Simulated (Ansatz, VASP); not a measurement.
**BeS: VASP beside Ansatz**

Contents of POSCAR:

```
BeS
1.0
    2.3855400086      2.3855400086      0.0000000000
   -2.3855400086      2.3855400086      0.0000000000
    0.0000000000      2.3855400086      2.4713808463
Be S
1 1
Direct
    0.0000000000      0.0000000000      0.0000000000
    0.7500000000      0.2500000000      0.5000000000
```

File INCAR.step1:

```
ALGO = Normal ; EDIFF = 1E-4
ENCUT = 520 ; GGA = PE
ISMEAR = 0 ; LASPH = True
LCHARG = False ; LREAL = False
LWAVE = True ; NBANDS = 11
NELM = 100 ; PREC = Accurate
SIGMA = 0.01
```

The input INCAR.step2:

```
ALGO = Normal ; EDIFF = 1E-6
ENCUT = 520 ; ISIF = 2
ISMEAR = 0 ; ISTART = 1
LASPH = True ; LCHARG = False
LMIXTAU = True ; LREAL = False
LWAVE = False ; METAGGA = R2SCAN
NBANDS = 11 ; NELM = 100
PREC = Accurate ; SIGMA = 0.01
```

Contents of KPOINTS:

```
k-points
0
Gamma
  8 8 8
```

Input for Ansatz:

```yaml
crystal:
  lattice:
    - [2.38554000856, 2.38554000856, 0.0]
    - [-2.38554000856, 2.38554000856, 0.0]
    - [0.0, 2.38554000856, 2.47138084627]
  atoms:
    - { symbol: Be, position: [0.0, 0.0, 0.0] }
    - { symbol: S, position: [0.75, 0.25, 0.5] }
kpoints:
  mp_grid: { grid: [8, 8, 8] }
scf:
  occupations: { method: fixed }
  convergence: { dr2_threshold: 1.0e-10 }
hamiltonian:
  xc: r2scan
  pseudopotentials: { kind: paw }
output:
  forces: true
  stress: true
  eigenstates:
    kpoints:
      - [0.0, 0.0, 0.0]
      - [-0.5, 0.5, 0.0]
      - [-0.5, -0.5, -0.5]
      - [0.0, 0.0, -0.5]
      - [0.0, -0.5, -0.5]
      - [0.0, 0.5, 0.0]
      - [-0.5, 0.0, 0.0]
      - [-0.5, 0.0, -0.5]
  eigenvalues: true
```

Change from the starting cell: film at in-plane strain -0.02.

Alike in both runs: task single point; functional r2SCAN; k mesh 8 × 8 × 8; no spin polarisation.

```csv
,VASP,Ansatz
version,VASP 6.6.1,Ansatz 0.2.0
potentials or method,"VASP PAW PBE potentials, release 64 (Be, S)","PAW with Ansatz's default frozen-core files, scalar-relativistic"
plane-wave cutoff (eV),520,500
occupations,"gaussian, width 0.01 eV",fixed
valence electrons in the cell,8,8
```

Ansatz gave:

```
gap on the k mesh at the Fermi level (eV)                     : 3.37
pressure (GPa)                                                : 2.6
traceless stress, the component that is largest in VASP (GPa) : -2.58
```

Problem. What did VASP give for the same quantities?

Solution. gap on the k mesh at the Fermi level (eV): 3.38; pressure (GPa): 2.9; traceless stress, the component that is largest in VASP (GPa): -2.54.

VASP's potentials were made for PBE, not for r2SCAN.
